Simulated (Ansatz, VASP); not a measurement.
**Al2Au in VASP and in Ansatz**

```
Al Au
1.0
     0.00000    5.54998    5.54998
     5.54998    0.00000    5.54998
     5.54998    5.54998    0.00000
Al Au
4 2
Direct
  0.12500 0.12500 0.12500
  0.62500 0.12500 0.12500
  0.12500 0.12500 0.62500
  0.12500 0.62500 0.12500
  0.00000 0.00000 0.00000
  0.25000 0.25000 0.25000
```

Alike in both runs: task single point; functional PBE; k mesh 4 × 4 × 4; occupations gaussian, width 0.1 eV; no spin polarisation.

```csv
,VASP,Ansatz
version,VASP 6.6.1,Ansatz 0.2.0
potentials or method,"VASP PAW PBE potentials, release 64 (Al, Au), cutoff 520 eV","scalar-relativistic, plane waves, PAW"
valence electrons in the cell,34,50
```

```csv
,VASP,Ansatz,Ansatz less VASP
gap on the k mesh at the Fermi level (eV),none,none,-
pressure (GPa),0.0,0.0,+0.04
```

A gap of «none» marks a metal or a gap that the smearing closes. With one functional, cell and mesh, what is left measures potentials, basis and numerics. VASP's potentials hold 34 valence electrons a cell and Ansatz's 50, so a difference there can come from the potentials and not from the codes.

Neither program's run includes spin-orbit coupling.
